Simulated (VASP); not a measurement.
**Pt: single point with PBEsol**

Crystal: Pt.

```
CELL_PARAMETERS angstrom
-1.51366 1.51366 1.60728
1.51366 -1.51366 1.60728
1.51366 1.51366 -1.60728
ATOMIC_POSITIONS crystal
Pt 0.00000 0.00000 0.00000
```

This cell differs from its parent crystal: strain -0.030 along x and y, +0.030 along z.

| Quantity | Value |
| --- | --- |
| Program | VASP 6.6.1 |
| Task | single point |
| Functional | PBEsol |
| Potentials or basis | VASP PAW PBE potentials, release 64 (Pt) |
| Cutoff | 520 eV |
| k mesh | 26 × 26 × 26 |
| Occupations | gaussian, width 0.15 eV |
| Spin | no spin polarisation |

```
Pressure               : 9.0 GPa
Band gap on the k mesh : zero (band 5 reaches 12.56 eV, above the bottom of band 6 at 10.09 eV)
```

Stress tensor (GPa, compression positive):
```
 7.21  0.00  0.00
 0.00  7.21  0.00
 0.00  0.00 12.66
```

Levels at points of the mesh, in eV from the Fermi level:
```tsv
k point	band 2	band 3	band 4	band 5	band 6	band 7	band 8	band 9
(0.00, 0.00, 0.00)	-4.07	-4.07	-3.53	-1.52	-0.84	16.28	17.44	17.44
(0.50, 0.00, 0.00)	-5.30	-1.71	-0.70	-0.18	1.11	6.68	13.42	16.87
(0.50, 0.50, 0.00)	-5.89	-0.86	-0.53	0.23	1.25	7.23	12.80	15.40
(0.50, 0.50, 0.50)	-6.81	0.46	0.65	0.65	6.53	8.37	8.37	13.57
```

Wall time 72 s on 1 thread of Intel(R) Xeon(R) 6975P-C (Granite Rapids) (shared host), peak memory 0.32 GiB.

Caveat: the cell differs from its parent crystal (strain -0.030 along x and y, +0.030 along z); the PAW data sets were made with another functional, which shifts forces and pressure a little; spin-orbit coupling is left out, which moves the levels of the heavy elements.
